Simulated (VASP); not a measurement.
# SnO2 in VASP: a series of runs

SnO2 is run at these levels: PBE; tasks: single point.

All numbers are computed with VASP 6.6.1; they aren't measurements. Logs are shortened: lines on timing, memory, paths and dates and some standing lists are left out, and cuts for length are marked.

### 1 The cell of the first run

The structure is orthorhombic, space group Pmmm (No. 47). Conventional cell: a = 3.063 Å, b = 5.030 Å, c = 6.056 Å, α = 90.00°, β = 90.00°, γ = 90.00°. Within 2.7 Å of Sn (site symmetry mmm) lie 4 O at 2.05 Å. O (site symmetry mm2) has 2 Sn at 2.05 Å and 1 O at 2.72 Å within 2.8 Å.

### 2 Single point, PBE (31.10 Å³/atom)

INCAR reads:

```
SYSTEM = SnO2
PREC     = Accurate       ! precision mode
ENCUT    = 520            ! plane-wave cutoff, eV
EDIFF    = 1E-6           ! SCF threshold, eV
ISMEAR   = -1             ! smearing method
SIGMA    = 0.05           ! smearing width, eV
LREAL    = .FALSE.        ! projectors in reciprocal space
LASPH    = .TRUE.         ! aspherical terms in the spheres
NELM     = 60             ! most SCF steps
ALGO     = Normal         ! electronic algorithm
ISIF     = 2              ! what is computed and relaxed
LWAVE    = .FALSE.        ! write WAVECAR
LCHARG   = .FALSE.        ! write CHGCAR
GGA      = PE             ! functional
NBANDS   = 20             ! bands
```

KPOINTS reads:

```
Automatic mesh
0
G
  9 6 5
  0 0 0
```

POSCAR reads:

```
SnO2
1.0
    3.0630544308      0.0000000000      0.0000000000
    0.0000000000      5.0300122290      0.0000000000
    0.0000000000      0.0000000000      6.0556132303
Sn O
1 2
Direct
    0.5000000000      0.5000000000      0.0000000000
    0.0000000000      0.5000000000      0.7757200000
    0.0000000000      0.5000000000      0.2242800000
```

Potentials or basis: VASP PAW PBE potentials, release 64 (Sn_d, O).

The run is started by

```bash
> cat potpaw_PBE.64/Sn_d/POTCAR potpaw_PBE.64/O/POTCAR > POTCAR
> mpirun -np 1 vasp_std > vasp.out
```

OUTCAR:

```text
SYSTEM = SnO2
   PREC = Accurate
   ENCUT = 520
   EDIFF = 1E-6
   ISMEAR = -1
   LREAL = .FALSE.
   LASPH = .TRUE.
   NELM = 60
   ISIF = 2
   GGA = PE

 ion  position               nearest neighbor table
   1  0.500  0.500  0.000-   2 2.05   3 2.05   2 2.05   3 2.05
   2  0.000  0.500  0.776-   1 2.05   1 2.05
   3  0.000  0.500  0.224-   1 2.05   1 2.05

  LATTYP: Found a simple orthorhombic cell.
 ALAT       =     3.0630544308
 B/A-ratio  =     1.6421556791
 C/A-ratio  =     1.9769851849

  Lattice vectors:

 A1 = (   3.0630544308,   0.0000000000,   0.0000000000)
 A2 = (   0.0000000000,   5.0300122290,   0.0000000000)
 A3 = (   0.0000000000,   0.0000000000,   6.0556132303)

Analysis of symmetry for initial positions (statically):
=====================================================================
 Subroutine PRICEL returns:
 Original cell was already a primitive cell.

 Routine SETGRP: Setting up the symmetry group for a
 simple orthorhombic supercell.

 Subroutine GETGRP returns: Found  8 space group operations
 (whereof  8 operations were pure point group operations)
 out of a pool of  8 trial point group operations.

The static configuration has the point symmetry D_2h.

Analysis of symmetry for dynamics (positions and initial velocities):
=====================================================================
 Subroutine PRICEL returns:
 Original cell was already a primitive cell.

 Routine SETGRP: Setting up the symmetry group for a
 simple orthorhombic supercell.

 Subroutine GETGRP returns: Found  8 space group operations
 (whereof  8 operations were pure point group operations)
 out of a pool of  8 trial point group operations.

The dynamic configuration has the point symmetry D_2h.

 Subroutine INISYM returns: Found  8 space group operations
 (whereof  8 operations are pure point group operations),
 and found     1 'primitive' translations

----------------------------------------------------------------------------------------

                                     Primitive cell

  volume of cell :      93.3001

  direct lattice vectors                    reciprocal lattice vectors
     3.063054431  0.000000000  0.000000000     0.326471508  0.000000000  0.000000000
     0.000000000  5.030012229  0.000000000     0.000000000  0.198806674  0.000000000
     0.000000000  0.000000000  6.055613230     0.000000000  0.000000000  0.165136042

  length of vectors
     3.063054431  5.030012229  6.055613230     0.326471508  0.198806674  0.165136042

  position of ions in fractional coordinates (direct lattice)
     0.500000000  0.500000000  0.000000000
     0.000000000  0.500000000  0.775720000
     0.000000000  0.500000000  0.224280000

  ion indices of the primitive-cell ions
   primitive index   ion index
                 1           1
                 2           2
                 3           3

----------------------------------------------------------------------------------------

 KPOINTS: Automatic mesh

Automatic generation of k-mesh.
 Grid dimensions read from file:
 generate k-points for:    9    6    5

 Generating k-lattice:

  Cartesian coordinates                     Fractional coordinates (reciprocal lattice)
     0.036274612  0.000000000  0.000000000     0.111111111  0.000000000  0.000000000
     0.000000000  0.033134446  0.000000000     0.000000000  0.166666667  0.000000000
     0.000000000  0.000000000  0.033027208     0.000000000  0.000000000  0.200000000

  Length of vectors
     0.036274612  0.033134446  0.033027208

  Shift w.r.t. Gamma in fractional coordinates (k-lattice)
     0.000000000  0.000000000  0.000000000

 Subroutine IBZKPT returns following result:
 ===========================================

 Found     60 irreducible k-points:

 Following reciprocal coordinates:
            Coordinates               Weight
  0.000000  0.000000  0.000000      1.000000
  0.111111  0.000000  0.000000      2.000000
  0.222222  0.000000  0.000000      2.000000
  0.333333  0.000000  0.000000      2.000000
  0.444444  0.000000  0.000000      2.000000
  0.000000  0.166667  0.000000      2.000000
[... 16 lines left out ...]
  0.222222  0.000000  0.200000      4.000000
  0.333333  0.000000  0.200000      4.000000
 [... further k-points ...]
   k-points           NKPTS =     60   k-points in BZ     NKDIM =     60   number of bands    NBANDS=     20
   number of dos      NEDOS =    301   number of ions     NIONS =      3
   total plane-waves  NPLWV =  46080
   dimension x,y,z NGX =    24 NGY =   40 NGZ =   48
   dimension x,y,z NGXF=    48 NGYF=   80 NGZF=   96
   ions per type =               1   2
   NGX,Y,Z   is equivalent  to a cutoff of  13.03, 13.22, 13.18 a.u.
   NGXF,Y,Z  is equivalent  to a cutoff of  26.05, 26.44, 26.36 a.u.
 SYSTEM =  SnO2
   PREC   = accura    normal or accurate (medium, high low for compatibility)
   ISTART =      0    job   : 0-new  1-cont  2-samecut
   ICHARG =      2    charge: 1-file 2-atom 10-const
   ISPIN  =      1    spin polarized calculation?
   LNONCOLLINEAR =      F non collinear calculations
   LSORBIT =      F    spin-orbit coupling
   LASPH  =      T    aspherical Exc in radial PAW
   ENCUT  =  520.0 eV  38.22 Ry    6.18 a.u.   5.70  9.35 11.26*2*pi/ulx,y,z
   NELM   =     60;   NELMIN=  2; NELMDL= -5     # of ELM steps
   EDIFF  = 0.1E-05   stopping-criterion for ELM
   LREAL  =      F    real-space projection
   EDIFFG = 0.1E-04   stopping-criterion for IOM
   NSW    =      0    number of steps for IOM
   IBRION =     -1    ionic relax: 0-MD 1-quasi-New 2-CG
   NFREE  =      0    steps in history (QN), initial steepest desc. (CG)
   ISIF   =      2    stress and relaxation
   ISYM   =      2    0-nonsym 1-usesym 2-fastsym
   POTIM  = 0.5000    time-step for ionic-motion
   TEBEG  =    0.0;   TEEND  =   0.0 temperature during run
   PSTRESS=    0.0 pullay stress
   NELECT =      26.0000    total number of electrons
   NUPDOWN=      -1.0000    fix difference up-down
   EMIN   =  10.00;   EMAX   =-10.00  energy-range for DOS
   EFERMI =   0.00;   METHOD = LEGACY
   ISMEAR =    -1;   SIGMA  =   0.05  broadening in eV -4-tet -1-fermi 0-gaus
   EFERMI_NEDOS =   21; number of points for ismear=-14 and -15
   IALGO  =     38    algorithm
   IMIX   =      4    mixing-type and parameters
     AMIX     =   0.40;   BMIX     =  1.00
     AMIX_MAG =   1.60;   BMIX_MAG =  1.00
  volume/ion in A,a.u.               =      31.10       209.87
  Fermi-wavevector in a.u.,A,eV,Ry     =   1.069314  2.020711 15.557347  1.143433
  Thomas-Fermi vector in A             =   2.204990
   LORBIT       =      0    0 simple, 1 ext, 2 COOP (PROOUT), +10 PAW based schemes
   GGA     = PE    functional components
   LHFCALC =     F    Hartree Fock is set to
   AEXX    =    0.0000 exact exchange contribution
   IVDW    =     0    specifies the selected vdW correction
   LEPSILON=     F    determine dielectric tensor
   LRPA    =     F    only Hartree local field effects (RPA)
 non-spin polarized calculation
  energy-cutoff  :      520.00
  volume of cell :       93.30
 maximum number of plane-waves:      2537
 NGX is ok and might be reduce to    24
   NGX = 11   NGY = 19   NGZ = 23

 number of electron      26.0000015 magnetization

 Free energy of the ion-electron system (eV)
  ---------------------------------------------------
  ext. energy  EPLUGINS =         0.00000000
  ---------------------------------------------------
  free energy    TOTEN  =       -16.13932522 eV

  energy without entropy =      -16.13932507  energy(sigma->0) =      -16.13932514

 E-fermi :  -0.9009     XC(G=0):  -6.2279

 val. band max:       -1.5918438787   @ k =   0.4444   0.5000   0.0000
 cond. band min:      -0.3336200876   @ k =   0.0000   0.0000   0.0000
 fundamental gap:      1.2582237911
 Fermi energy:        -0.9008547513

 k-point     1 :       0.0000    0.0000    0.0000
  band No.  band energies     occupation
      1     -22.8269      2.00000
      2     -22.1932      2.00000
      3     -22.1099      2.00000
      4     -21.9917      2.00000
      5     -21.9650      2.00000
      6     -18.5998      2.00000
[... 12 lines left out ...]
     19       9.4309      0.00000
     20      10.4795      0.00000

 k-point     2 :       0.1111    0.0000    0.0000
  band No.  band energies     occupation
      1     -22.7639      2.00000
      2     -22.1905      2.00000
      3     -22.1257      2.00000
      4     -22.0871      2.00000
      5     -21.9703      2.00000
      6     -18.5815      2.00000
[... 12 lines left out ...]
     19       9.7288      0.00000
     20       9.8227      0.00000

 k-point     3 :       0.2222    0.0000    0.0000
  band No.  band energies     occupation
      1     -22.6092      2.00000
      2     -22.3569      2.00000
      3     -22.1836      2.00000
      4     -22.1655      2.00000
      5     -21.9060      2.00000
      6     -18.5323      2.00000
[... 12 lines left out ...]
     19       8.6265      0.00000
     20      10.4814      0.00000

 k-point     4 :       0.3333    0.0000    0.0000
  band No.  band energies     occupation
      1     -22.6169      2.00000
      2     -22.4491      2.00000
      3     -22.2102      2.00000
      4     -22.1758      2.00000
      5     -21.8073      2.00000
      6     -18.4703      2.00000
[... 12 lines left out ...]
     19       8.7871      0.00000
     20      10.4955      0.00000

 k-point     5 :       0.4444    0.0000    0.0000
  band No.  band energies     occupation
      1     -22.7677      2.00000
      2     -22.3588      2.00000
      3     -22.2391      2.00000
      4     -22.1707      2.00000
      5     -21.7228      2.00000
      6     -18.4255      2.00000
[... 12 lines left out ...]
     19       9.9964      0.00000
     20      10.0309      0.00000

 k-point     6 :       0.0000    0.1667    0.0000
  band No.  band energies     occupation
      1     -22.8268      2.00000
      2     -22.1933      2.00000
      3     -22.1099      2.00000
      4     -21.9917      2.00000
      5     -21.9650      2.00000
      6     -18.5981      2.00000
[... 12 lines left out ...]
     19       8.9297      0.00000
     20      10.0076      0.00000

 k-point     7 :       0.1111    0.1667    0.0000
  band No.  band energies     occupation
      1     -22.7637      2.00000
      2     -22.1906      2.00000
      3     -22.1258      2.00000
      4     -22.0870      2.00000
      5     -21.9703      2.00000
      6     -18.5799      2.00000
[... 12 lines left out ...]
     19       9.1666      0.00000
     20       9.4960      0.00000
[... 277 lines left out ...]
 k-point    20 :       0.4444    0.5000    0.0000
  band No.  band energies     occupation
      1     -22.7675      2.00000
      2     -22.3576      2.00000
      3     -22.2396      2.00000
      4     -22.1709      2.00000
      5     -21.7228      2.00000
      6     -18.4235      2.00000
[... 12 lines left out ...]
     19       9.3053      0.00000
     20       9.4716      0.00000

 k-point    21 :       0.0000    0.0000    0.2000
  band No.  band energies     occupation
      1     -22.8266      2.00000
      2     -22.1932      2.00000
      3     -22.1099      2.00000
      4     -21.9917      2.00000
      5     -21.9650      2.00000
      6     -18.5919      2.00000
[... 12 lines left out ...]
     19       9.4367      0.00000
     20      10.3608      0.00000

 k-point    22 :       0.1111    0.0000    0.2000
  band No.  band energies     occupation
      1     -22.7635      2.00000
      2     -22.1905      2.00000
      3     -22.1257      2.00000
      4     -22.0872      2.00000
      5     -21.9703      2.00000
      6     -18.5736      2.00000
[... 12 lines left out ...]
     19       9.5836      0.00000
     20       9.9970      0.00000

 k-point    23 :       0.2222    0.0000    0.2000
  band No.  band energies     occupation
      1     -22.6090      2.00000
      2     -22.3573      2.00000
      3     -22.1836      2.00000
      4     -22.1655      2.00000
      5     -21.9060      2.00000
      6     -18.5245      2.00000
[... 12 lines left out ...]
     19       8.7068      0.00000
     20      10.3772      0.00000

 k-point    24 :       0.3333    0.0000    0.2000
  band No.  band energies     occupation
      1     -22.6174      2.00000
      2     -22.4490      2.00000
      3     -22.2102      2.00000
      4     -22.1758      2.00000
      5     -21.8073      2.00000
      6     -18.4627      2.00000
[... 12 lines left out ...]
     19       9.1717      0.00000
     20      10.5029      0.00000

 [... further k-points ...]

------------------------ aborting loop because EDIFF is reached ----------------------------------------

  FORCE on cell =-STRESS in cart. coord.  units (eV):
  Direction    XX          YY          ZZ          XY          YZ          ZX
  --------------------------------------------------------------------------------------
  -------------------------------------------------------------------------------------
  Total       -1.6497823      0.2193038     -1.0023109     -0.0000000      0.0000000      0.0000000
  in kB      -28.3305720      3.7659524    -17.2119923     -0.0000000      0.0000000      0.0000000
  external PRESSURE =     -13.9255373 kB  Pullay stress =       0.0000000 kB

 VOLUME and BASIS-vectors are now :
 -----------------------------------------------------------------------------
  energy-cutoff  :      520.00
  volume of cell :       93.30
      direct lattice vectors                 reciprocal lattice vectors
     3.063054431  0.000000000  0.000000000     0.326471508  0.000000000  0.000000000
     0.000000000  5.030012229  0.000000000     0.000000000  0.198806674  0.000000000
     0.000000000  0.000000000  6.055613230     0.000000000  0.000000000  0.165136042

 POSITION                                       TOTAL-FORCE (eV/Angst)
 -----------------------------------------------------------------------------------
      1.53153      2.51501      0.00000         0.000000      0.000000      0.000000
      0.00000      2.51501      4.69746         0.000000      0.000000      0.425171
      0.00000      2.51501      1.35815         0.000000      0.000000     -0.425171
 -----------------------------------------------------------------------------------
    total drift:                                0.000000     -0.000000     -0.000000

  FREE ENERGIE OF THE ION-ELECTRON SYSTEM (eV)
  ---------------------------------------------------
  free  energy   TOTEN  =       -16.1393252174 eV

  energy  without entropy=      -16.1393250650  energy(sigma->0) =      -16.13932514
```

Run time: 1.9 min. Hardware: 1 thread of Intel Xeon 8259CL, shared host; peak memory 0.26 GiB.

What came out:

```yaml
Free_energy: -16.1393 eV
Pressure: -1.4 GPa
Largest_force: 0.425 eV/Å
Band_gap_on_the_k_mesh: 1.26 eV (least direct gap 1.83 eV)
```

Forces in eV/Å, atoms in the order of the input:
```
Sn   0.000  0.000  0.000
O    0.000  0.000  0.425
O    0.000  0.000 -0.425
```

Levels at points of the mesh, in eV from the valence-band top:
```
           k point  band 11  band 12  band 13  band 14  band 15  band 16
(0.00, 0.00, 0.00)    -0.88    -0.73    -0.57     1.26     4.57     6.27
(0.00, 0.50, 0.00)    -0.96    -0.73    -0.57     1.91     3.23     7.13
```

Caveat: spin-orbit coupling is left out, which moves the levels of the heavy elements; an odd mesh through Γ misses points on the zone boundary, where band edges can lie.

(Continued in part 2 of 2.)
